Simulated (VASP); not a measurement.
# Te2Pd3Ru (P-3m1) in VASP: a series of runs, part 2 of 2

VASP 6.6.1.

## Step 4: Single point, PBE

This run uses another cell than the first one, of 18.03 Å³/atom.

Input file INCAR:

```
PREC = Accurate
ENCUT = 520
EDIFF = 1E-6
ISMEAR = 0
SIGMA = 0.1
LREAL = F
LASPH = T
NELM = 60
ALGO = Fast
ISIF = 2
LWAVE = F
LCHARG = T
GGA = PE
LELF = T
LVHAR = T
NBANDS = 37
```

Input file KPOINTS:

```
regular mesh
0
Gamma
  12 12 6
```

Input file POSCAR:

```
Te2Pd3Ru
1.0
    4.6030846379      0.0000000000      0.0000000000
   -2.3015423189      3.9863882322      0.0000000000
    0.0000000000      0.0000000000      5.8966756914
Te Ru Pd
2 1 3
Direct
    0.3333333333      0.6666666667      0.7407307636
    0.6666666667      0.3333333333      0.2592692364
    0.0000000000      0.0000000000      0.0000000000
    0.3333333333      0.6666666667      0.2021249670
    0.6666666667      0.3333333333      0.7978750330
    0.0000000000      0.0000000000      0.5000000000
```

Potentials or basis: VASP PAW PBE potentials, release 64 (Te, Ru_pv, Pd).

Started as:

```bash
$ cat potpaw_PBE.64/Te/POTCAR potpaw_PBE.64/Ru_pv/POTCAR potpaw_PBE.64/Pd/POTCAR > POTCAR
$ mpirun -np 1 vasp_std > vasp.out
```

OUTCAR:

```text
PREC = Accurate
   ENCUT = 520
   EDIFF = 1E-6
   ISMEAR = 0
   LREAL = F
   LASPH = T
   NELM = 60
   ISIF = 2
   GGA = PE

 ion  position               nearest neighbor table
   1  0.333  0.667  0.741-   5 2.68   5 2.68   5 2.68   4 2.72   6 3.01   6 3.01   6 3.01   3 3.07
                             3 3.07   3 3.07   4 3.18
   2  0.667  0.333  0.259-   4 2.68   4 2.68   4 2.68   5 2.72   6 3.01   6 3.01   6 3.01   3 3.07
                             3 3.07   3 3.07   5 3.18
   3  0.000  0.000  0.000-   4 2.91   5 2.91   4 2.91   5 2.91   5 2.91   4 2.91   6 2.95   6 2.95
                             1 3.07   2 3.07   1 3.07   2 3.07   1 3.07   2 3.07
   4  0.333  0.667  0.202-   2 2.68   2 2.68   2 2.68   1 2.72   3 2.91   3 2.91   3 2.91   1 3.18
                             6 3.19   6 3.19   6 3.19
   5  0.667  0.333  0.798-   1 2.68   1 2.68   1 2.68   2 2.72   3 2.91   3 2.91   3 2.91   2 3.18
                             6 3.19   6 3.19   6 3.19
   6  0.000  0.000  0.500-   3 2.95   3 2.95   1 3.01   2 3.01   1 3.01   2 3.01   2 3.01   1 3.01
                             5 3.19   4 3.19   5 3.19   4 3.19   5 3.19   4 3.19

  LATTYP: Found a hexagonal cell.
 ALAT       =     4.6030846379
 C/A-ratio  =     1.2810269972

  Lattice vectors:

 A1 = (   4.6030846379,   0.0000000000,   0.0000000000)
 A2 = (  -2.3015423189,   3.9863882322,   0.0000000000)
 A3 = (   0.0000000000,   0.0000000000,   5.8966756914)

Analysis of symmetry for initial positions (statically):
=====================================================================
 Subroutine PRICEL returns:
 Original cell was already a primitive cell.

 Routine SETGRP: Setting up the symmetry group for a
 hexagonal supercell.

 Subroutine GETGRP returns: Found 12 space group operations
 (whereof 12 operations were pure point group operations)
 out of a pool of 24 trial point group operations.

The static configuration has the point symmetry D_3d.

Analysis of symmetry for dynamics (positions and initial velocities):
=====================================================================
 Subroutine PRICEL returns:
 Original cell was already a primitive cell.

 Routine SETGRP: Setting up the symmetry group for a
 hexagonal supercell.

 Subroutine GETGRP returns: Found 12 space group operations
 (whereof 12 operations were pure point group operations)
 out of a pool of 24 trial point group operations.

The dynamic configuration has the point symmetry D_3d.

 Subroutine INISYM returns: Found 12 space group operations
 (whereof 12 operations are pure point group operations),
 and found     1 'primitive' translations

----------------------------------------------------------------------------------------

                                     Primitive cell

  volume of cell :     108.2021

  direct lattice vectors                    reciprocal lattice vectors
     4.603084638  0.000000000  0.000000000     0.217245625  0.125426820  0.000000000
    -2.301542319  3.986388232  0.000000000     0.000000000  0.250853640  0.000000000
     0.000000000  0.000000000  5.896675691     0.000000000  0.000000000  0.169587078

  length of vectors
     4.603084638  4.603084638  5.896675691     0.250853640  0.250853640  0.169587078

  position of ions in fractional coordinates (direct lattice)
     0.333333333  0.666666667  0.740730764
     0.666666667  0.333333333  0.259269236
     0.000000000  0.000000000  0.000000000
     0.333333333  0.666666667  0.202124967
[... 64 lines left out ...]
 [... further k-points ...]
   k-points           NKPTS =    100   k-points in BZ     NKDIM =    100   number of bands    NBANDS=     37
   number of dos      NEDOS =    301   number of ions     NIONS =      6
   total plane-waves  NPLWV =  62208
   dimension x,y,z NGX =    36 NGY =   36 NGZ =   48
   dimension x,y,z NGXF=    72 NGYF=   72 NGZF=   96
   ions per type =               2   1   3
   NGX,Y,Z   is equivalent  to a cutoff of  13.00, 13.00, 13.53 a.u.
   NGXF,Y,Z  is equivalent  to a cutoff of  26.00, 26.00, 27.07 a.u.
 SYSTEM =  unknown system
   PREC   = accura    normal or accurate (medium, high low for compatibility)
   ISTART =      0    job   : 0-new  1-cont  2-samecut
   ICHARG =      2    charge: 1-file 2-atom 10-const
   ISPIN  =      1    spin polarized calculation?
   LNONCOLLINEAR =      F non collinear calculations
   LSORBIT =      F    spin-orbit coupling
   LASPH  =      T    aspherical Exc in radial PAW
   ENCUT  =  520.0 eV  38.22 Ry    6.18 a.u.   8.56  8.56 10.96*2*pi/ulx,y,z
   NELM   =     60;   NELMIN=  2; NELMDL= -5     # of ELM steps
   EDIFF  = 0.1E-05   stopping-criterion for ELM
   LREAL  =      F    real-space projection
   EDIFFG = 0.1E-04   stopping-criterion for IOM
   NSW    =      0    number of steps for IOM
   IBRION =     -1    ionic relax: 0-MD 1-quasi-New 2-CG
   NFREE  =      0    steps in history (QN), initial steepest desc. (CG)
   ISIF   =      2    stress and relaxation
   ISYM   =      2    0-nonsym 1-usesym 2-fastsym
   POTIM  = 0.5000    time-step for ionic-motion
   TEBEG  =    0.0;   TEEND  =   0.0 temperature during run
   PSTRESS=    0.0 pullay stress
   NELECT =      56.0000    total number of electrons
   NUPDOWN=      -1.0000    fix difference up-down
   EMIN   =  10.00;   EMAX   =-10.00  energy-range for DOS
   EFERMI =   0.00;   METHOD = LEGACY
   ISMEAR =     0;   SIGMA  =   0.10  broadening in eV -4-tet -1-fermi 0-gaus
   EFERMI_NEDOS =   21; number of points for ismear=-14 and -15
   IALGO  =     68    algorithm
   IMIX   =      4    mixing-type and parameters
     AMIX     =   0.40;   BMIX     =  1.00
     AMIX_MAG =   1.60;   BMIX_MAG =  1.00
  volume/ion in A,a.u.               =      18.03       121.70
  Fermi-wavevector in a.u.,A,eV,Ry     =   1.314394  2.483845 23.505856  1.727632
  Thomas-Fermi vector in A             =   2.444650
   LORBIT       =      0    0 simple, 1 ext, 2 COOP (PROOUT), +10 PAW based schemes
   GGA     = PE    functional components
   LHFCALC =     F    Hartree Fock is set to
   AEXX    =    0.0000 exact exchange contribution
   IVDW    =     0    specifies the selected vdW correction
   LEPSILON=     F    determine dielectric tensor
   LRPA    =     F    only Hartree local field effects (RPA)
 non-spin polarized calculation
 RMM-DIIS sequential band-by-band and
 Gauss-broadening in eV      SIGMA  =   0.10
  energy-cutoff  :      520.00
  volume of cell :      108.20
 maximum number of plane-waves:      2974
 NGX is ok and might be reduce to    36
   NGX = 17   NGY = 17   NGZ = 21

 number of electron      56.0000000 magnetization

 Free energy of the ion-electron system (eV)
  ---------------------------------------------------
  ext. energy  EPLUGINS =         0.00000000
  ---------------------------------------------------
  free energy    TOTEN  =       -30.84592705 eV

  energy without entropy =      -30.81801100  energy(sigma->0) =      -30.83196902

 E-fermi :  10.4121     XC(G=0): -12.1134

 val. band max:       10.4070543161   @ k =   0.3333   0.0833   0.0000
 cond. band min:      10.4120940469   @ k =   0.3333   0.1667   0.1667
 fundamental gap:      0.0050397308
 Fermi energy:        10.4120841667

 k-point     1 :       0.0000    0.0000    0.0000
  band No.  band energies     occupation
      1     -31.5987      2.00000
      2     -31.5640      2.00000
      3     -31.5640      2.00000
      4      -3.0855      2.00000
      5      -1.5860      2.00000
      6       4.1704      2.00000
[... 949 lines left out ...]
     36      14.9915      0.00000
     37      16.8849      0.00000

 [... further k-points ...]

------------------------ aborting loop because EDIFF is reached ----------------------------------------

  FORCE on cell =-STRESS in cart. coord.  units (eV):
  Direction    XX          YY          ZZ          XY          YZ          ZX
  --------------------------------------------------------------------------------------
  -------------------------------------------------------------------------------------
  Total       -0.0807463     -0.0807463     -0.0728878     -0.0000000      0.0000000      0.0000000
  in kB       -1.1956320     -1.1956320     -1.0792693     -0.0000000      0.0000000      0.0000000
  external PRESSURE =      -1.1568445 kB  Pullay stress =       0.0000000 kB

 VOLUME and BASIS-vectors are now :
 -----------------------------------------------------------------------------
  energy-cutoff  :      520.00
  volume of cell :      108.20
      direct lattice vectors                 reciprocal lattice vectors
     4.603084638  0.000000000  0.000000000     0.217245625  0.125426820  0.000000000
    -2.301542319  3.986388232  0.000000000     0.000000000  0.250853640  0.000000000
     0.000000000  0.000000000  5.896675691     0.000000000  0.000000000  0.169587078

 POSITION                                       TOTAL-FORCE (eV/Angst)
 -----------------------------------------------------------------------------------
     -0.00000      2.65759      4.36785         0.000000     -0.000000      0.002792
      2.30154      1.32880      1.52883        -0.000000      0.000000     -0.002792
      0.00000      0.00000      0.00000        -0.000000      0.000000     -0.000000
     -0.00000      2.65759      1.19187        -0.000000      0.000000      0.003904
      2.30154      1.32880      4.70481         0.000000     -0.000000     -0.003904
      0.00000      0.00000      2.94834        -0.000000      0.000000     -0.000000
 -----------------------------------------------------------------------------------
    total drift:                               -0.000000     -0.000000     -0.000000

  FREE ENERGIE OF THE ION-ELECTRON SYSTEM (eV)
  ---------------------------------------------------
  free  energy   TOTEN  =       -30.8459270455 eV

  energy  without entropy=      -30.8180109985  energy(sigma->0) =      -30.83196902
```

OSZICAR:

```text
N       E                     dE             d eps       ncg     rms          rms(c)
DAV:   1     0.385552994019E+03    0.38555E+03   -0.28073E+04  8024   0.143E+03
DAV:   2    -0.152690011138E+02   -0.40082E+03   -0.38707E+03  7933   0.340E+02
DAV:   3    -0.311851379913E+02   -0.15916E+02   -0.15530E+02  8525   0.649E+01
DAV:   4    -0.314598279389E+02   -0.27469E+00   -0.27413E+00  8233   0.833E+00
DAV:   5    -0.314667937919E+02   -0.69659E-02   -0.69652E-02  8448   0.137E+00    0.198E+01
RMM:   6    -0.310321294719E+02    0.43466E+00   -0.12258E+00  7408   0.585E+00    0.124E+01
RMM:   7    -0.316975864024E+02   -0.66546E+00   -0.22988E+00  7784   0.731E+00    0.849E+00
RMM:   8    -0.309513991993E+02    0.74619E+00   -0.11795E+00  7817   0.525E+00    0.385E+00
RMM:   9    -0.308556740670E+02    0.95725E-01   -0.19871E-01  7483   0.218E+00    0.160E+00
RMM:  10    -0.308473958259E+02    0.82782E-02   -0.24764E-02  7874   0.835E-01    0.837E-01
RMM:  11    -0.308460290836E+02    0.13667E-02   -0.92774E-03  7945   0.527E-01    0.205E-01
RMM:  12    -0.308459278957E+02    0.10119E-03   -0.13221E-03  8431   0.194E-01    0.918E-02
RMM:  13    -0.308459283144E+02   -0.41871E-06   -0.23087E-04  8638   0.599E-02    0.386E-02
RMM:  14    -0.308459274391E+02    0.87530E-06   -0.51804E-05  8601   0.297E-02    0.177E-02
RMM:  15    -0.308459272777E+02    0.16135E-06   -0.16784E-05  8008   0.164E-02    0.489E-03
RMM:  16    -0.308459270455E+02    0.23220E-06   -0.43307E-06  5913   0.825E-03
   1 F= -.30845927E+02 E0= -.30831969E+02  d E =-.279160E-01
```

stdout:

```text
POSCAR found type information on POSCAR TeRuPd
 POSCAR found :  3 types and       6 ions
 scaLAPACK will be used
 LDA part: xc-table for (Slater+PW92), standard interpolation
 POSCAR, INCAR and KPOINTS ok, starting setup
 FFT: planning ... GRIDC
 FFT: planning ... GRID_SOFT
 FFT: planning ... GRID
 WAVECAR not read
 entering main loop
```

It took 2.9 min on 1 thread of Intel Xeon 6975P-C (Granite Rapids), shared host; peak memory 0.51 GiB.

What came out:

```
Free energy            : -30.8459 eV
Pressure               : -0.1 GPa
Largest force          : 0.004 eV/Å
Band gap on the k mesh : zero (bands 28 and 29 overlap by 1.53 eV)
```

Forces on the atoms (eV/Å):
```
Te   0.000  0.000  0.003
Te   0.000  0.000 -0.003
Ru   0.000  0.000  0.000
Pd   0.000  0.000  0.004
Pd   0.000  0.000 -0.004
Pd   0.000  0.000  0.000
```

Caveat: spin-orbit coupling is left out, which moves the levels of the heavy elements.

## Step 5: Overview

| task | cell | k mesh | cutoff (eV) | gap on the mesh (eV) | pressure (GPa) | relaxed volume (Å³/atom) | largest force (eV/Å) |
| --- | --- | --- | --- | --- | --- | --- | --- |
| relaxation of cell and atoms | relaxed from a = 4.633, b = 4.633, c = 5.781 Å, angles 90.0, 90.0, 120.0°, 6 atoms, atomic positions A | 6 × 6 × 4 | 600 | none | 0.3 | 17.94 | 0.01 |
| relaxation of cell and atoms | relaxed from a = 3.932, b = 3.932, c = 9.700 Å, angles 90.0, 90.0, 120.0°, 6 atoms, atomic positions B | 6 × 6 × 2 | 600 | none | 0.0 | 17.91 | 0.02 |
| single point | a = 4.603, b = 4.603, c = 5.897 Å, angles 90.0, 90.0, 120.0°, 6 atoms, atomic positions C | 12 × 12 × 6 | 520 | none | -0.1 | - | - |

Alike in all rows: level PBE; potentials or basis VASP PAW PBE potentials, release 64 (Te, Ru_pv, Pd); no spin polarisation; smearing gaussian 0.1 eV.

Caveats: spin-orbit coupling is left out, which moves the levels of the heavy elements; the volume moved by over 15 % at a fixed basis, so the end points are rough (at least some runs).

Absolute energies hang on the potentials; compare differences alone.
